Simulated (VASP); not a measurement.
Set up this calculation in VASP 6.6.1, as the native input.

```yaml
Task: single point
Functional: PBEsol
Potentials_or_basis: VASP PAW PBE potentials, release 64 (Ti_sv)
Cutoff: 520 eV
k_mesh: 20 × 20 × 20
Occupations: gaussian, width 0.15 eV
Spin: no spin polarisation
Dipole_correction: no
Further_INCAR_settings: ALGO = Normal; EDIFF = 1e-06; NBANDS = 12
```

The structure of Ti lies in POSCAR:

```
Ti
1.0
    0.0000000000      2.0300000000      2.1061250000
    2.0300000000      0.0000000000      2.1061250000
    2.0300000000      2.0300000000      0.0000000000
Ti
1
Direct
    0.0000000000      0.0000000000      0.0000000000
```

This cell differs from its parent crystal: strain +0.0375 x Voigt [0, 0, 1, 0, 0, 0].

The input as run:

INCAR

```
SYSTEM = Ti
  ALGO = Normal
  EDIFF = 1E-6
  ENCUT = 520
  GGA = PS
  ISIF = 2
  ISMEAR = 0
  LASPH = .TRUE.
  LCHARG = .TRUE.
  LELF = .TRUE.
  LREAL = .FALSE.
  LVHAR = .TRUE.
  LWAVE = .FALSE.
  NBANDS = 12
  NELM = 80
  PREC = Accurate
  SIGMA = 0.15
```

KPOINTS

```
k-points
0
G
  20 20 20
  0 0 0
```

Potentials or basis: VASP PAW PBE potentials, release 64 (Ti_sv).

Launch:

```sh
$ cat potpaw_PBE.64/Ti_sv/POTCAR > POTCAR
$ mpirun -np 1 vasp_std > vasp.out
```

Results of the run:

| Quantity | Value |
| --- | --- |
| Pressure | -4.4 GPa |
| Band gap on the k mesh | zero (bands 6 and 7 overlap by 1.27 eV) |

Caveat: the cell differs from its parent crystal (strain +0.0375 x Voigt [0, 0, 1, 0, 0, 0]); the cell stands under tension; the PAW data sets were made with another functional, which shifts forces and pressure a little.

It took 110 s on 1 thread of AMD EPYC 7R13 Processor (Zen 3), on a shared host, peak memory 0.22 GiB.
